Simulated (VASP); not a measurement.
A run of VASP 6.6.1:

Contents of INCAR:

```
SYSTEM = Li
PREC     = Accurate       ! precision mode
ENCUT    = 520            ! plane-wave cutoff, eV
EDIFF    = 1E-7           ! SCF threshold, eV
ISMEAR   = -1             ! smearing method
SIGMA    = 0.1            ! smearing width, eV
LREAL    = .FALSE.        ! projectors in reciprocal space
LASPH    = .TRUE.         ! aspherical terms in the spheres
NELM     = 80             ! most SCF steps
ALGO     = Normal         ! electronic algorithm
ISIF     = 2              ! what is computed and relaxed
LWAVE    = .FALSE.        ! write WAVECAR
LCHARG   = .FALSE.        ! write CHGCAR
GGA      = PE             ! functional
NBANDS   = 8              ! bands
```

Contents of KPOINTS:

```
Automatic mesh
0
G
  16 16 15
  0 0 0
```

Contents of POSCAR:

```
Li
1.0
    2.4892912312      0.0000000000      0.0000000000
   -1.2446456156      2.1557894437      0.0000000000
    0.0000000000      0.0000000000      2.2684778719
Li
1
Direct
    0.0000000000      0.0000000000      0.0000000000
```

Potentials or basis: VASP PAW PBE potentials, release 64 (Li_sv).

Command:

```sh
$ cat potpaw_PBE.64/Li_sv/POTCAR > POTCAR
$ mpirun -np 1 vasp_std > vasp.out
```

Hardware: 1 thread of Intel Xeon 8259CL, on a shared host.

**Question.** Estimate the wall time of this run.

**Answer.** Run time: 30 s on 1 thread of Intel Xeon 8259CL, on a shared host, peak memory 0.13 GiB. Counts: scf iterations 12, k points 240.
